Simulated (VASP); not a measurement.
A run of VASP 6.6.1 is set up as follows.

The input INCAR:

```
ALGO = Normal ; EDIFF = 1E-6
ENCUT = 500 ; GGA = PE
GGA_COMPAT = F ; ISIF = 2
ISMEAR = 0 ; LASPH = T
LCHARG = F ; LREAL = F
LWAVE = F ; NBANDS = 66
NELM = 120 ; PREC = Accurate
SIGMA = 0.2
```

File KPOINTS:

```
k-points
0
Gamma
  3 5 3
```

Contents of POSCAR:

```
GeW
1.0
    6.0753563079      0.0000000000      0.0000000000
    0.0000000000      3.2667391983      0.0000000000
    0.0000000000      0.0000000000      6.6166314566
Ge W
4 4
Direct
    0.8312162509      0.7500000000      0.5619682687
    0.1687837491      0.2500000000      0.4380317313
    0.6687837491      0.2500000000      0.0619682687
    0.3312162509      0.7500000000      0.9380317313
    0.9938182965      0.7500000000      0.1698314540
    0.0061817035      0.2500000000      0.8301685460
    0.5061817035      0.2500000000      0.6698314540
    0.4938182965      0.7500000000      0.3301685460
```

Potentials or basis: VASP PAW PBE potentials, release 64 (Ge_d, W_sv).

The run is started by

```bash
$ cat potpaw_PBE.64/Ge_d/POTCAR potpaw_PBE.64/W_sv/POTCAR > POTCAR
$ mpirun -np 1 vasp_std > vasp.out
```

**Question.** What does it give for the largest force?

**Answer.** 0.018 eV/Å.

**Question.** What does it give for the pressure?

**Answer.** 0.2 GPa.

Forces on the atoms (eV/Å):
```
Ge   0.004  0.000  0.013
Ge  -0.004  0.000 -0.013
Ge  -0.004  0.000  0.013
Ge   0.004  0.000 -0.013
W   -0.006  0.000  0.016
W    0.006  0.000 -0.016
W    0.006  0.000  0.016
W   -0.006  0.000 -0.016
```

Caveat: the k points lie up to 0.38 Å⁻¹ apart.
